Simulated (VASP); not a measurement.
Write the native input for VASP 6.6.1 that does the following.

* Task: relaxation of cell and atoms
* Functional: PBE
* Potentials or basis: VASP PAW PBE potentials, release 64 (K_sv, H)
* Cutoff: 600 eV
* k mesh: 6 × 6 × 6
* Occupations: gaussian, width 0.1 eV
* Spin: no spin polarisation
* Dipole correction: no
* Further INCAR settings: ALGO = Normal; EDIFF = 1e-06; IBRION = 2; EDIFFG = -0.04; NSW = 90; ISIF = 3

The structure of K2H lies in POSCAR:

```
K2H
1.0
   -2.3355422989      2.3355422989      3.8305295288
    2.3355422989     -2.3355422989      3.8305295288
    2.3355422989      2.3355422989     -3.8305295288
K H
2 1
Direct
    0.5930000000      0.5930000000      0.0000000000
    0.4070000000      0.4070000000      0.0000000000
    0.0000000000      0.0000000000      0.0000000000
```

One way to write it, as run:

INCAR

```
SYSTEM = K2H
ALGO = Normal
EDIFF = 1E-6
EDIFFG = -0.04
ENCUT = 600
GGA = PE
IBRION = 2
ISIF = 3
ISMEAR = 0
LASPH = .True.
LCHARG = .False.
LREAL = .False.
LWAVE = .False.
NELM = 60
NSW = 90
PREC = Accurate
SIGMA = 0.1
```

KPOINTS

```
k-points
0
Gamma
  6 6 6
  0 0 0
```

Potentials or basis: VASP PAW PBE potentials, release 64 (K_sv, H).

Run with:

```sh
$ cat potpaw_PBE.64/K_sv/POTCAR potpaw_PBE.64/H/POTCAR > POTCAR
$ mpirun -np 1 vasp_std > vasp.out
```

It gave:

The relaxed volume is 60.32 Å³/atom. The relaxed cell is a = 8.176 Å, b = 8.176 Å, c = 8.176 Å, α = 144.77°, β = 144.77°, γ = 50.68°. The space group after relaxing (to 0.1 Å) is I4/mmm (No. 139), the pressure after relaxing is 0.0 GPa and the largest force after relaxing is 0.007 eV/Å. The band gap on the k mesh is zero (an odd number of electrons rules out a gap without spin polarisation).

Caveat: the volume moved by over 15 % at a fixed basis, so the end points are rough.

Run time: 13 min on 1 thread of Intel(R) Xeon(R) Platinum 8559C (Emerald Rapids), on a shared host, peak memory 0.26 GiB.
